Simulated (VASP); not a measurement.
Write the native input for VASP 6.6.1 that does the following.

```
Task                   : single point
Functional             : r2SCAN
Potentials or basis    : VASP PAW PBE potentials, release 64 (Al, Ni)
Cutoff                 : 520 eV
k mesh                 : 10 × 10 × 9
Occupations            : fermi-dirac, width 0.1 eV
Spin                   : collinear spin, ferromagnetic start
Starting moments       : [0.0, 1.0] μB
Dipole correction      : no
Further INCAR settings : ALGO = Normal; EDIFF = 1e-07; NBANDS = 18
```

Crystal: AlNi.

```xyz
2
Lattice="1.9058 -1.9201 0.0000 1.9058 1.9201 0.0000 0.0000 0.0000 3.0469" Properties=species:S:1:pos:R:3 pbc="T T T"
Al    0.0000    0.0000    0.0000
Ni    1.9058    0.0000    1.5234
```

These files were run (other wordings do the same):

POSCAR

```
AlNi
1.0
    1.9058284305     -1.9200788356      0.0000000000
    1.9058284305      1.9200788356      0.0000000000
    0.0000000000      0.0000000000      3.0468871769
Al Ni
1 1
Direct
    0.0000000000      0.0000000000      0.0000000000
    0.5000000000      0.5000000000      0.5000000000
```

INCAR.step1

```
PREC = Accurate
ENCUT = 520
ISMEAR = -1
SIGMA = 0.1
LREAL = False
LASPH = True
NELM = 150
ISPIN = 2
MAGMOM = 0 1
LMAXMIX = 4
NBANDS = 18
GGA = PE
ALGO = Normal
EDIFF = 1E-4
LWAVE = True
LCHARG = False
```

INCAR.step2

```
PREC = Accurate
ENCUT = 520
EDIFF = 1E-7
ISMEAR = -1
SIGMA = 0.1
LREAL = False
LASPH = True
NELM = 150
ALGO = Normal
ISIF = 2
LWAVE = False
LCHARG = False
ISPIN = 2
MAGMOM = 0 1
LORBIT = 11
LMAXMIX = 4
METAGGA = R2SCAN
LMIXTAU = True
NBANDS = 18
ISTART = 1
```

KPOINTS

```
regular mesh
0
Gamma
  10 10 9
```

Potentials or basis: VASP PAW PBE potentials, release 64 (Al, Ni).

Command:

```bash
$ cat potpaw_PBE.64/Al/POTCAR potpaw_PBE.64/Ni/POTCAR > POTCAR
$ cp INCAR.step1 INCAR
$ mpirun -np 1 vasp_std > vasp.out
$ cp INCAR.step2 INCAR
$ mpirun -np 1 vasp_std > vasp.out
```

It gave:

| Property | Result |
| --- | --- |
| Pressure | 10.7 GPa |
| Net moment | 0.00 μB per cell |
| Valence electrons inside the program's atomic spheres | Al 0.85; Ni 9.64 |

Caveat: the PAW data sets were made with another functional, which shifts forces and pressure a little.

Run time: 4.9 min on 1 thread of Intel(R) Xeon(R) Platinum 8488C (Sapphire Rapids) (shared host), peak memory 0.21 GiB.
